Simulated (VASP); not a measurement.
# CuP (Pm-3m) in VASP: single point with PBE

Aim: the single point of CuP with PBE.

All numbers are computed with VASP 6.6.1; they aren't measurements. Logs are shortened: lines on timing, memory, paths and dates and some standing lists are left out, and cuts for length are marked.

## 1. The cell of the first run

Symmetry: Pm-3m, No. 221, cubic system. Conventional cell: a = 3.021 Å, b = 3.021 Å, c = 3.021 Å, α = 90.00°, β = 90.00°, γ = 90.00°. Cu (site symmetry m-3m) has 8 P at 2.62 Å and 6 Cu at 3.02 Å within 3.5 Å. Within 3.5 Å of P (site symmetry m-3m) lie 8 Cu at 2.62 Å and 6 P at 3.02 Å.

## 2. Single point, PBE

INCAR

```
PREC = Accurate
ENCUT = 820
EDIFF = 1E-6
ISMEAR = 0
SIGMA = 0.1
LREAL = F
LASPH = T
NELM = 120
ALGO = Normal
ISIF = 2
LWAVE = F
LCHARG = F
GGA = PE
NBANDS = 19
GGA_COMPAT = F
```

KPOINTS

```
Automatic mesh
0
Gamma
  6 6 6
```

POSCAR

```
CuP
1.0
    3.0206839980      0.0000000000      0.0000000000
    0.0000000000      3.0206839980      0.0000000000
    0.0000000000      0.0000000000      3.0206839980
Cu P
1 1
Direct
    0.0000000000      0.0000000000      0.0000000000
    0.5000000000      0.5000000000      0.5000000000
```

Potentials or basis: VASP PAW PBE potentials, release 64 (Cu_sv_GW, P).

Launch:

```sh
> cat potpaw_PBE.64/Cu_sv_GW/POTCAR potpaw_PBE.64/P/POTCAR > POTCAR
> mpirun -np 1 vasp_std > vasp.out
```

OUTCAR:

```text
PREC = Accurate
   ENCUT = 820
   EDIFF = 1E-6
   ISMEAR = 0
   LREAL = F
   LASPH = T
   NELM = 120
   ISIF = 2
   GGA = PE

 ion  position               nearest neighbor table
   1  0.000  0.000  0.000-   2 2.62   2 2.62   2 2.62   2 2.62   2 2.62   2 2.62   2 2.62   2 2.62

   2  0.500  0.500  0.500-   1 2.62   1 2.62   1 2.62   1 2.62   1 2.62   1 2.62   1 2.62   1 2.62

  LATTYP: Found a simple cubic cell.
 ALAT       =     3.0206839980

  Lattice vectors:

 A1 = (   3.0206839980,   0.0000000000,   0.0000000000)
 A2 = (   0.0000000000,   3.0206839980,   0.0000000000)
 A3 = (   0.0000000000,   0.0000000000,   3.0206839980)

Analysis of symmetry for initial positions (statically):
=====================================================================
 Subroutine PRICEL returns:
 Original cell was already a primitive cell.

 Routine SETGRP: Setting up the symmetry group for a
 simple cubic supercell.

 Subroutine GETGRP returns: Found 48 space group operations
 (whereof 48 operations were pure point group operations)
 out of a pool of 48 trial point group operations.

The static configuration has the point symmetry O_h .

Analysis of symmetry for dynamics (positions and initial velocities):
=====================================================================
 Subroutine PRICEL returns:
 Original cell was already a primitive cell.

 Routine SETGRP: Setting up the symmetry group for a
 simple cubic supercell.

 Subroutine GETGRP returns: Found 48 space group operations
 (whereof 48 operations were pure point group operations)
 out of a pool of 48 trial point group operations.

The dynamic configuration has the point symmetry O_h .

 Subroutine INISYM returns: Found 48 space group operations
 (whereof 48 operations are pure point group operations),
 and found     1 'primitive' translations

----------------------------------------------------------------------------------------

                                     Primitive cell

  volume of cell :      27.5623

  direct lattice vectors                    reciprocal lattice vectors
     3.020683998  0.000000000  0.000000000     0.331050848  0.000000000  0.000000000
     0.000000000  3.020683998  0.000000000     0.000000000  0.331050848  0.000000000
     0.000000000  0.000000000  3.020683998     0.000000000  0.000000000  0.331050848

  length of vectors
     3.020683998  3.020683998  3.020683998     0.331050848  0.331050848  0.331050848

  position of ions in fractional coordinates (direct lattice)
     0.000000000  0.000000000  0.000000000
     0.500000000  0.500000000  0.500000000

  ion indices of the primitive-cell ions
   primitive index   ion index
                 1           1
                 2           2

----------------------------------------------------------------------------------------

 KPOINTS: Automatic mesh

Automatic generation of k-mesh.
 Grid dimensions read from file:
 generate k-points for:    6    6    6

 Generating k-lattice:

  Cartesian coordinates                     Fractional coordinates (reciprocal lattice)
     0.055175141  0.000000000  0.000000000     0.166666667  0.000000000  0.000000000
     0.000000000  0.055175141  0.000000000     0.000000000  0.166666667  0.000000000
     0.000000000  0.000000000  0.055175141     0.000000000  0.000000000  0.166666667

  Length of vectors
     0.055175141  0.055175141  0.055175141

  Shift w.r.t. Gamma in fractional coordinates (k-lattice)
     0.000000000  0.000000000  0.000000000

 Subroutine IBZKPT returns following result:
 ===========================================

 Found     20 irreducible k-points:

 Following reciprocal coordinates:
            Coordinates               Weight
  0.000000  0.000000  0.000000      1.000000
  0.166667  0.000000  0.000000      6.000000
  0.333333  0.000000  0.000000      6.000000
  0.500000  0.000000  0.000000      3.000000
  0.166667  0.166667  0.000000     12.000000
  0.333333  0.166667  0.000000     24.000000
[... 12 lines left out ...]
  0.500000  0.500000  0.333333      6.000000
  0.500000  0.500000  0.500000      1.000000
   k-points           NKPTS =     20   k-points in BZ     NKDIM =     20   number of bands    NBANDS=     19
   number of dos      NEDOS =    301   number of ions     NIONS =      2
   total plane-waves  NPLWV =  21952
   dimension x,y,z NGX =    28 NGY =   28 NGZ =   28
   dimension x,y,z NGXF=    56 NGYF=   56 NGZF=   56
   ions per type =               1   1
   NGX,Y,Z   is equivalent  to a cutoff of  15.41, 15.41, 15.41 a.u.
   NGXF,Y,Z  is equivalent  to a cutoff of  30.82, 30.82, 30.82 a.u.
 SYSTEM =  unknown system
   PREC   = accura    normal or accurate (medium, high low for compatibility)
   ISTART =      0    job   : 0-new  1-cont  2-samecut
   ICHARG =      2    charge: 1-file 2-atom 10-const
   ISPIN  =      1    spin polarized calculation?
   LNONCOLLINEAR =      F non collinear calculations
   LSORBIT =      F    spin-orbit coupling
   LASPH  =      T    aspherical Exc in radial PAW
   ENCUT  =  820.0 eV  60.27 Ry    7.76 a.u.   7.05  7.05  7.05*2*pi/ulx,y,z
   NELM   =    120;   NELMIN=  2; NELMDL= -5     # of ELM steps
   EDIFF  = 0.1E-05   stopping-criterion for ELM
   LREAL  =      F    real-space projection
   EDIFFG = 0.1E-04   stopping-criterion for IOM
   NSW    =      0    number of steps for IOM
   IBRION =     -1    ionic relax: 0-MD 1-quasi-New 2-CG
   NFREE  =      0    steps in history (QN), initial steepest desc. (CG)
   ISIF   =      2    stress and relaxation
   ISYM   =      2    0-nonsym 1-usesym 2-fastsym
   POTIM  = 0.5000    time-step for ionic-motion
   TEBEG  =    0.0;   TEEND  =   0.0 temperature during run
   PSTRESS=    0.0 pullay stress
   NELECT =      24.0000    total number of electrons
   NUPDOWN=      -1.0000    fix difference up-down
   EMIN   =  10.00;   EMAX   =-10.00  energy-range for DOS
   EFERMI =   0.00;   METHOD = LEGACY
   ISMEAR =     0;   SIGMA  =   0.10  broadening in eV -4-tet -1-fermi 0-gaus
   EFERMI_NEDOS =   21; number of points for ismear=-14 and -15
   IALGO  =     38    algorithm
   IMIX   =      4    mixing-type and parameters
     AMIX     =   0.40;   BMIX     =  1.00
     AMIX_MAG =   1.60;   BMIX_MAG =  1.00
  volume/ion in A,a.u.               =      13.78        93.00
  Fermi-wavevector in a.u.,A,eV,Ry     =   1.563291  2.954192 33.251008  2.443880
  Thomas-Fermi vector in A             =   2.666084
   LORBIT       =      0    0 simple, 1 ext, 2 COOP (PROOUT), +10 PAW based schemes
   GGA     = PE    functional components
   LHFCALC =     F    Hartree Fock is set to
   AEXX    =    0.0000 exact exchange contribution
   IVDW    =     0    specifies the selected vdW correction
   LEPSILON=     F    determine dielectric tensor
   LRPA    =     F    only Hartree local field effects (RPA)
 non-spin polarized calculation
 Gauss-broadening in eV      SIGMA  =   0.10
  energy-cutoff  :      820.00
  volume of cell :       27.56
 maximum number of plane-waves:      1492
   NGX = 15   NGY = 15   NGZ = 15

 number of electron      24.0000019 magnetization

 Free energy of the ion-electron system (eV)
  ---------------------------------------------------
  ext. energy  EPLUGINS =         0.00000000
  ---------------------------------------------------
  free energy    TOTEN  =        -8.37789287 eV

  energy without entropy =       -8.37199375  energy(sigma->0) =       -8.37494331

 E-fermi :   8.6822     XC(G=0): -12.0731

 val. band max:        8.6155606964   @ k =   0.5000   0.1667   0.1667
 cond. band min:       8.6986222518   @ k =   0.0000   0.0000   0.0000
 fundamental gap:      0.0830615553
 Fermi energy:         8.6821734899

 k-point     1 :       0.0000    0.0000    0.0000
  band No.  band energies     occupation
      1    -104.6141      2.00000
      2     -61.9900      2.00000
      3     -61.9900      2.00000
      4     -61.9900      2.00000
      5      -5.5483      2.00000
      6       4.4948      2.00000
[... 11 lines left out ...]
     18      24.8636      0.00000
     19      24.9086      0.00000

 k-point     2 :       0.1667    0.0000    0.0000
  band No.  band energies     occupation
      1    -104.6143      2.00000
      2     -61.9921      2.00000
      3     -61.9901      2.00000
      4     -61.9901      2.00000
      5      -5.1526      2.00000
      6       4.1338      2.00000
[... 11 lines left out ...]
     18      21.1069      0.00000
     19      23.2109      0.00000

 k-point     3 :       0.3333    0.0000    0.0000
  band No.  band energies     occupation
      1    -104.6142      2.00000
      2     -61.9959      2.00000
      3     -61.9898      2.00000
      4     -61.9898      2.00000
      5      -4.0649      2.00000
      6       1.9664      2.00000
[... 11 lines left out ...]
     18      18.7714      0.00000
     19      23.1802      0.00000

 k-point     4 :       0.5000    0.0000    0.0000
  band No.  band energies     occupation
      1    -104.6141      2.00000
      2     -61.9976      2.00000
      3     -61.9898      2.00000
      4     -61.9898      2.00000
      5      -3.1203      2.00000
      6       0.3770      2.00000
[... 11 lines left out ...]
     18      17.3046      0.00000
     19      22.0862      0.00000

 k-point     5 :       0.1667    0.1667    0.0000
  band No.  band energies     occupation
      1    -104.6143      2.00000
      2     -61.9921      2.00000
      3     -61.9919      2.00000
      4     -61.9901      2.00000
      5      -4.7651      2.00000
      6       4.2578      2.00000
[... 11 lines left out ...]
     18      20.5803      0.00000
     19      22.8887      0.00000

 k-point     6 :       0.3333    0.1667    0.0000
  band No.  band energies     occupation
      1    -104.6141      2.00000
      2     -61.9957      2.00000
      3     -61.9918      2.00000
      4     -61.9898      2.00000
      5      -3.7073      2.00000
      6       2.2887      2.00000
[... 11 lines left out ...]
     18      20.1879      0.00000
     19      22.9365      0.00000

 k-point     7 :       0.5000    0.1667    0.0000
  band No.  band energies     occupation
      1    -104.6141      2.00000
      2     -61.9975      2.00000
      3     -61.9916      2.00000
      4     -61.9897      2.00000
      5      -2.8092      2.00000
      6       0.7971      2.00000
[... 11 lines left out ...]
     18      19.1643      0.00000
     19      23.3235      0.00000

 k-point     8 :       0.3333    0.3333    0.0000
  band No.  band energies     occupation
      1    -104.6140      2.00000
      2     -61.9955      2.00000
      3     -61.9953      2.00000
      4     -61.9896      2.00000
      5      -2.7575      2.00000
      6       2.8274      2.00000
[... 168 lines left out ...]
 k-point    16 :       0.5000    0.5000    0.1667
  band No.  band energies     occupation
      1    -104.6137      2.00000
      2     -61.9966      2.00000
      3     -61.9966      2.00000
      4     -61.9910      2.00000
      5      -1.0649      2.00000
      6       3.0071      2.00000
[... 11 lines left out ...]
     18      21.1790      0.00000
     19      25.1356      0.00000

 k-point    17 :       0.3333    0.3333    0.3333
  band No.  band energies     occupation
      1    -104.6137      2.00000
      2     -61.9950      2.00000
      3     -61.9948      2.00000
      4     -61.9948      2.00000
      5      -1.4823      2.00000
      6       3.3698      2.00000
[... 11 lines left out ...]
     18      24.2842      0.00000
     19      24.2843      0.00000

 k-point    18 :       0.5000    0.3333    0.3333
  band No.  band energies     occupation
      1    -104.6137      2.00000
      2     -61.9967      2.00000
      3     -61.9948      2.00000
      4     -61.9948      2.00000
      5      -0.7449      2.00000
      6       2.6953      2.00000
[... 11 lines left out ...]
     18      24.7020      0.00000
     19      26.0504      0.00000

 k-point    19 :       0.5000    0.5000    0.3333
  band No.  band energies     occupation
      1    -104.6136      2.00000
      2     -61.9965      2.00000
      3     -61.9965      2.00000
      4     -61.9946      2.00000
      5       0.0063      2.00000
      6       2.8938      2.00000
[... 11 lines left out ...]
     18      25.8002      0.00000
     19      29.2731      0.00000

 k-point    20 :       0.5000    0.5000    0.5000
  band No.  band energies     occupation
      1    -104.6135      2.00000
      2     -61.9963      2.00000
      3     -61.9963      2.00000
      4     -61.9963      2.00000
      5       1.1235      2.00000
      6       2.8476      2.00000
[... 11 lines left out ...]
     18      29.3459      0.00000
     19      29.3459      0.00000

------------------------ aborting loop because EDIFF is reached ----------------------------------------

  FORCE on cell =-STRESS in cart. coord.  units (eV):
  Direction    XX          YY          ZZ          XY          YZ          ZX
  --------------------------------------------------------------------------------------
  -------------------------------------------------------------------------------------
  Total       -0.2391931     -0.2391931     -0.2391931      0.0000000      0.0000000     -0.0000000
  in kB      -13.9041164    -13.9041164    -13.9041164      0.0000000      0.0000000     -0.0000000
  external PRESSURE =     -13.9041164 kB  Pullay stress =       0.0000000 kB

 VOLUME and BASIS-vectors are now :
 -----------------------------------------------------------------------------
  energy-cutoff  :      820.00
  volume of cell :       27.56
      direct lattice vectors                 reciprocal lattice vectors
     3.020683998  0.000000000  0.000000000     0.331050848  0.000000000  0.000000000
     0.000000000  3.020683998  0.000000000     0.000000000  0.331050848  0.000000000
     0.000000000  0.000000000  3.020683998     0.000000000  0.000000000  0.331050848

 POSITION                                       TOTAL-FORCE (eV/Angst)
 -----------------------------------------------------------------------------------
      0.00000      0.00000      0.00000         0.000000      0.000000      0.000000
      1.51034      1.51034      1.51034         0.000000      0.000000      0.000000
 -----------------------------------------------------------------------------------
    total drift:                               -0.000000     -0.000000     -0.000000

  FREE ENERGIE OF THE ION-ELECTRON SYSTEM (eV)
  ---------------------------------------------------
  free  energy   TOTEN  =        -8.3778928696 eV

  energy  without entropy=       -8.3719937541  energy(sigma->0) =       -8.37494331
```

Run time: 16 s. Hardware: 1 thread of AMD EPYC 7R13 (Zen 3), shared host; peak memory 0.15 GiB.

What came out:

* Free energy: -8.3779 eV
* Pressure: -1.4 GPa
* Band gap on the k mesh: zero (bands 12 and 13 overlap by 3.82 eV)

The gap in the log of VASP goes by the Fermi energy; the results here count the filled bands.